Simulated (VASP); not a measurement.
SiC:

```
CELL_PARAMETERS angstrom
3.07600 0.00000 0.00000
-1.53800 2.66389 0.00000
0.00000 0.00000 5.04800
ATOMIC_POSITIONS crystal
Si 0.66667 0.33333 0.50000
Si 0.33333 0.66667 0.00000
C 0.66667 0.33333 0.88500
C 0.33333 0.66667 0.38500
```

Base run:

* Program: VASP 6.6.1
* Functional: r2SCAN0
* Potentials or basis: VASP PAW PBE potentials, release 64 (Si, C)
* Cutoff: 520 eV
* k mesh: 6 × 6 × 3
* Occupations: fermi-dirac, width 0.05 eV
* Spin: no spin polarisation

Its results: band gap on the k mesh 4.16 eV (least direct gap 6.26 eV); pressure -3.5 GPa; largest force 0.779 eV/Å.

The run is repeated on the same cell with these changes: k mesh from 6 × 6 × 3 to 5 × 5 × 3. What comes out?

Band gap on the k mesh 4.79 eV (least direct gap 6.40 eV); pressure -3.5 GPa; largest force 0.769 eV/Å.

Caveats: some runs use coarse meshes; the PAW data sets were made with another functional, which shifts forces and pressure a little; an odd mesh through Γ misses points on the zone boundary, where band edges can lie; the cell stands under tension (at least some runs).
